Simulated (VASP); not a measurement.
# TePb (rocksalt type) (Fm-3m) in VASP: relaxation of cell and atoms with LDA

Aim: the relaxation of cell and atoms of TePb (rocksalt type) with LDA.

All numbers are computed with VASP 6.6.1; they aren't measurements. Logs are shortened: lines on timing, memory, paths and dates and some standing lists are left out, and cuts for length are marked.

### Step 1. The cell of the first run

It takes space group Fm-3m (No. 225, cubic). The conventional cell has a = 6.171 Å, b = 6.171 Å, c = 6.171 Å, α = 90.00°, β = 90.00°, γ = 90.00°. Within 4.1 Å of Pb (site symmetry m-3m) lie 6 Te at 3.09 Å. Within 4.1 Å of Te (site symmetry m-3m) lie 6 Pb at 3.09 Å.

### Step 2. Relaxation of cell and atoms, LDA

INCAR

```
PREC = Accurate
ENCUT = 600
EDIFF = 1E-6
ISMEAR = -1
SIGMA = 0.08
LREAL = False
LASPH = True
NELM = 80
ALGO = Normal
ISIF = 3
LWAVE = False
LCHARG = False
GGA = CA
IBRION = 2
NSW = 60
EDIFFG = -0.005
```

KPOINTS

```
Automatic mesh
0
Gamma
  12 12 12
```

POSCAR

```
TePb
1.0
    0.0000000000      3.0853790180      3.0853790180
    3.0853790180      0.0000000000      3.0853790180
    3.0853790180      3.0853790180      0.0000000000
Pb Te
1 1
Direct
    0.0000000000      0.0000000000      0.0000000000
    0.5000000000      0.5000000000      0.5000000000
```

Potentials or basis: VASP PAW LDA potentials, release 64 (Pb_d, Te).

Launch:

```console
> cat potpaw_LDA.64/Pb_d/POTCAR potpaw_LDA.64/Te/POTCAR > POTCAR
> mpirun -np 1 vasp_std > vasp.out
```

OUTCAR:

```text
PREC = Accurate
   ENCUT = 600
   EDIFF = 1E-6
   ISMEAR = -1
   LREAL = False
   LASPH = True
   NELM = 80
   ISIF = 3
   GGA = CA
   IBRION = 2
   NSW = 60
   EDIFFG = -0.005

 ion  position               nearest neighbor table
   1  0.000  0.000  0.000-   2 3.09   2 3.09   2 3.09   2 3.09   2 3.09   2 3.09
   2  0.500  0.500  0.500-   1 3.09   1 3.09   1 3.09   1 3.09   1 3.09   1 3.09

  LATTYP: Found a face centered cubic cell.
 ALAT       =     6.1707580360

  Lattice vectors:

 A1 = (   0.0000000000,   3.0853790180,   3.0853790180)
 A2 = (   3.0853790180,   0.0000000000,   3.0853790180)
 A3 = (   3.0853790180,   3.0853790180,   0.0000000000)

Analysis of symmetry for initial positions (statically):
=====================================================================
 Subroutine PRICEL returns:
 Original cell was already a primitive cell.

 Routine SETGRP: Setting up the symmetry group for a
 face centered cubic supercell.

 Subroutine GETGRP returns: Found 48 space group operations
 (whereof 48 operations were pure point group operations)
 out of a pool of 48 trial point group operations.

The static configuration has the point symmetry O_h .

Analysis of symmetry for dynamics (positions and initial velocities):
=====================================================================
 Subroutine PRICEL returns:
 Original cell was already a primitive cell.

 Routine SETGRP: Setting up the symmetry group for a
 face centered cubic supercell.

 Subroutine GETGRP returns: Found 48 space group operations
 (whereof 48 operations were pure point group operations)
 out of a pool of 48 trial point group operations.

The dynamic configuration has the point symmetry O_h .

 Subroutine INISYM returns: Found 48 space group operations
 (whereof 48 operations are pure point group operations),
 and found     1 'primitive' translations

----------------------------------------------------------------------------------------

                                     Primitive cell

  volume of cell :      58.7429

  direct lattice vectors                    reciprocal lattice vectors
     0.000000000  3.085379018  3.085379018    -0.162054645  0.162054645  0.162054645
     3.085379018  0.000000000  3.085379018     0.162054645 -0.162054645  0.162054645
     3.085379018  3.085379018  0.000000000     0.162054645  0.162054645 -0.162054645

  length of vectors
     4.363384852  4.363384852  4.363384852     0.280686878  0.280686878  0.280686878

  position of ions in fractional coordinates (direct lattice)
     0.000000000  0.000000000  0.000000000
     0.500000000  0.500000000  0.500000000

  ion indices of the primitive-cell ions
   primitive index   ion index
                 1           1
                 2           2

----------------------------------------------------------------------------------------

 KPOINTS: Automatic mesh

Automatic generation of k-mesh.
 Grid dimensions read from file:
 generate k-points for:   12   12   12

 Generating k-lattice:

  Cartesian coordinates                     Fractional coordinates (reciprocal lattice)
    -0.013504554  0.013504554  0.013504554     0.083333333  0.000000000  0.000000000
     0.013504554 -0.013504554  0.013504554     0.000000000  0.083333333  0.000000000
     0.013504554  0.013504554 -0.013504554     0.000000000  0.000000000  0.083333333

  Length of vectors
     0.023390573  0.023390573  0.023390573

  Shift w.r.t. Gamma in fractional coordinates (k-lattice)
     0.000000000  0.000000000  0.000000000

 Subroutine IBZKPT returns following result:
 ===========================================

 Found     72 irreducible k-points:

 Following reciprocal coordinates:
            Coordinates               Weight
  0.000000  0.000000  0.000000      1.000000
  0.083333  0.000000  0.000000      8.000000
  0.166667  0.000000  0.000000      8.000000
  0.250000  0.000000  0.000000      8.000000
  0.333333  0.000000  0.000000      8.000000
  0.416667  0.000000  0.000000      8.000000
[... 16 lines left out ...]
  0.500000  0.166667  0.000000     24.000000
 -0.416667  0.166667  0.000000     24.000000
 [... further k-points ...]
   k-points           NKPTS =     72   k-points in BZ     NKDIM =     72   number of bands    NBANDS=     14
   number of dos      NEDOS =    301   number of ions     NIONS =      2
   total plane-waves  NPLWV =  46656
   dimension x,y,z NGX =    36 NGY =   36 NGZ =   36
   dimension x,y,z NGXF=    72 NGYF=   72 NGZF=   72
   ions per type =               1   1
   NGX,Y,Z   is equivalent  to a cutoff of  13.72, 13.72, 13.72 a.u.
   NGXF,Y,Z  is equivalent  to a cutoff of  27.43, 27.43, 27.43 a.u.
 SYSTEM =  unknown system
   PREC   = accura    normal or accurate (medium, high low for compatibility)
   ISTART =      0    job   : 0-new  1-cont  2-samecut
   ICHARG =      2    charge: 1-file 2-atom 10-const
   ISPIN  =      1    spin polarized calculation?
   LNONCOLLINEAR =      F non collinear calculations
   LSORBIT =      F    spin-orbit coupling
   LASPH  =      T    aspherical Exc in radial PAW
   ENCUT  =  600.0 eV  44.10 Ry    6.64 a.u.   8.71  8.71  8.71*2*pi/ulx,y,z
   NELM   =     80;   NELMIN=  2; NELMDL= -5     # of ELM steps
   EDIFF  = 0.1E-05   stopping-criterion for ELM
   LREAL  =      F    real-space projection
   EDIFFG = -.5E-02   stopping-criterion for IOM
   NSW    =     60    number of steps for IOM
   IBRION =      2    ionic relax: 0-MD 1-quasi-New 2-CG
   NFREE  =      1    steps in history (QN), initial steepest desc. (CG)
   ISIF   =      3    stress and relaxation
   ISYM   =      2    0-nonsym 1-usesym 2-fastsym
   POTIM  = 0.5000    time-step for ionic-motion
   TEBEG  =    0.0;   TEEND  =   0.0 temperature during run
   PSTRESS=    0.0 pullay stress
   NELECT =      20.0000    total number of electrons
   NUPDOWN=      -1.0000    fix difference up-down
   EMIN   =  10.00;   EMAX   =-10.00  energy-range for DOS
   EFERMI =   0.00;   METHOD = LEGACY
   ISMEAR =    -1;   SIGMA  =   0.08  broadening in eV -4-tet -1-fermi 0-gaus
   EFERMI_NEDOS =   21; number of points for ismear=-14 and -15
   IALGO  =     38    algorithm
   IMIX   =      4    mixing-type and parameters
     AMIX     =   0.40;   BMIX     =  1.00
     AMIX_MAG =   1.60;   BMIX_MAG =  1.00
  volume/ion in A,a.u.               =      29.37       198.21
  Fermi-wavevector in a.u.,A,eV,Ry     =   1.143141  2.160222 17.779691  1.306770
  Thomas-Fermi vector in A             =   2.279837
   LORBIT       =      0    0 simple, 1 ext, 2 COOP (PROOUT), +10 PAW based schemes
   GGA     = CA    functional components
   LHFCALC =     F    Hartree Fock is set to
   AEXX    =    0.0000 exact exchange contribution
   IVDW    =     0    specifies the selected vdW correction
   LEPSILON=     F    determine dielectric tensor
   LRPA    =     F    only Hartree local field effects (RPA)
 conjugate gradient relaxation of ions
 non-spin polarized calculation
  energy-cutoff  :      600.00
  volume of cell :       58.74
 maximum number of plane-waves:      1980
   NGX = 17   NGY = 17   NGZ = 17

--------------------------------------- Ionic step        1  -------------------------------------------

 number of electron      20.0000002 magnetization

 Free energy of the ion-electron system (eV)
  ---------------------------------------------------
  ext. energy  EPLUGINS =         0.00000000
  ---------------------------------------------------
  free energy    TOTEN  =        -8.66201422 eV

  energy without entropy =       -8.66144724  energy(sigma->0) =       -8.66173073

 E-fermi :   7.5737     XC(G=0): -10.1940

 val. band max:        7.4149402404   @ k =   0.5000   0.0000   0.0000
 cond. band min:       7.7087559857   @ k =   0.5000   0.0000   0.0000
 fundamental gap:      0.2938157454
 Fermi energy:         7.5737444605

 k-point     1 :       0.0000    0.0000    0.0000
  band No.  band energies     occupation
      1      -9.6235      2.00000
      2      -9.6235      2.00000
      3      -9.5970      2.00000
      4      -9.5970      2.00000
      5      -9.5970      2.00000
      6      -5.9589      2.00000
      7       2.0681      2.00000
      8       5.4441      2.00000
      9       5.4441      2.00000
     10       5.4441      2.00000
     11      11.4735      0.00000
     12      11.4735      0.00000
     13      11.4735      0.00000
     14      12.8009      0.00000

 k-point     2 :       0.0833    0.0000    0.0000
  band No.  band energies     occupation
      1      -9.6252      2.00000
      2      -9.6252      2.00000
      3      -9.5969      2.00000
      4      -9.5954      2.00000
      5      -9.5954      2.00000
      6      -5.8869      2.00000
      7       1.7297      2.00000
      8       5.4661      2.00000
      9       5.4661      2.00000
     10       5.6721      2.00000
[... 436 lines left out ...]
 POSITION                                       TOTAL-FORCE (eV/Angst)
 -----------------------------------------------------------------------------------
      0.00000      0.00000      0.00000         0.000000      0.000000     -0.000000
      3.25610      3.25610      3.25610        -0.000000     -0.000000      0.000000
 -----------------------------------------------------------------------------------
    total drift:                               -0.000000      0.000000      0.000000

  FREE ENERGIE OF THE ION-ELECTRON SYSTEM (eV)
  ---------------------------------------------------
  free  energy   TOTEN  =        -8.7406407894 eV

  energy  without entropy=       -8.7404641969  energy(sigma->0) =       -8.74055249

--------------------------------------- Ionic step        3  -------------------------------------------

 number of electron      19.9999999 magnetization

 Free energy of the ion-electron system (eV)
  ---------------------------------------------------
  ext. energy  EPLUGINS =         0.00000000
  ---------------------------------------------------
  free energy    TOTEN  =        -8.77428960 eV

  energy without entropy =       -8.77404436  energy(sigma->0) =       -8.77416698

 E-fermi :   6.2149     XC(G=0):  -9.7345

 val. band max:        5.9056114549   @ k =   0.5000   0.0000   0.0000
 cond. band min:       6.4638206929   @ k =   0.5000   0.0000   0.0000
 fundamental gap:      0.5582092380
 Fermi energy:         6.2148930925

 k-point     1 :       0.0000    0.0000    0.0000
  band No.  band energies     occupation
      1     -10.8372      2.00000
      2     -10.8372      2.00000
      3     -10.8204      2.00000
      4     -10.8204      2.00000
      5     -10.8204      2.00000
      6      -6.4660      2.00000
      7       0.3176      2.00000
      8       4.4119      2.00000
      9       4.4119      2.00000
     10       4.4119      2.00000
     11       9.9262      0.00000
     12       9.9262      0.00000
     13       9.9262      0.00000
     14      11.5953      0.00000

 k-point     2 :       0.0833    0.0000    0.0000
  band No.  band energies     occupation
      1     -10.8382      2.00000
      2     -10.8382      2.00000
      3     -10.8203      2.00000
      4     -10.8194      2.00000
      5     -10.8194      2.00000
      6      -6.4031      2.00000
      7       0.0891      2.00000
      8       4.4308      2.00000
      9       4.4308      2.00000
     10       4.5484      2.00000
[... 400 lines left out ...]
 POSITION                                       TOTAL-FORCE (eV/Angst)
 -----------------------------------------------------------------------------------
      0.00000      0.00000      0.00000         0.000000     -0.000000     -0.000000
      3.19206      3.19206      3.19206         0.000000      0.000000      0.000000
 -----------------------------------------------------------------------------------
    total drift:                               -0.000000      0.000000      0.000000

  FREE ENERGIE OF THE ION-ELECTRON SYSTEM (eV)
  ---------------------------------------------------
  free  energy   TOTEN  =        -8.7742896018 eV

  energy  without entropy=       -8.7740443588  energy(sigma->0) =       -8.77416698

 reached required accuracy - stopping structural energy minimisation
```

Run time: 86 s. Hardware: 1 thread of AMD EPYC 9R45 (Zen 5), shared host; peak memory 0.2 GiB.

Results:

```yaml
Free_energy: -8.7743 eV
Relaxed_volume: 32.52 Å³/atom
Relaxed_cell: a = 4.514 Å, b = 4.514 Å, c = 4.514 Å, α = 60.00°, β = 60.00°, γ = 60.00°
Space_group_after_relaxing_to_0.05_Å: Fm-3m (No. 225)
Energy_gained_by_relaxing: 56.1 meV/atom
Ionic_steps: 3
Pressure_after_relaxing: 0.0 GPa
Band_gap_on_the_k_mesh: 0.56 eV, direct
```

The path:
| step | energy change (eV) | largest force (eV/Å) | pressure (GPa) | volume (Å³) |
| --- | --- | --- | --- | --- |
| 1 | 0.0000 | 0.0000 | 6.26 | 58.74 |
| 2 | -0.0786 | 0.0000 | -2.56 | 69.04 |
| 3 | -0.1123 | 0.0000 | 0.00 | 65.05 |

Final structure:
```
Pb Te
1.0
     0.00000    3.19206    3.19206
     3.19206    0.00000    3.19206
     3.19206    3.19206    0.00000
Pb Te
1 1
Direct
  0.00000 0.00000 0.00000
  0.50000 0.50000 0.50000
```

Caveat: spin-orbit coupling is left out, which moves the levels of the heavy elements. A k mesh can miss the band edges.
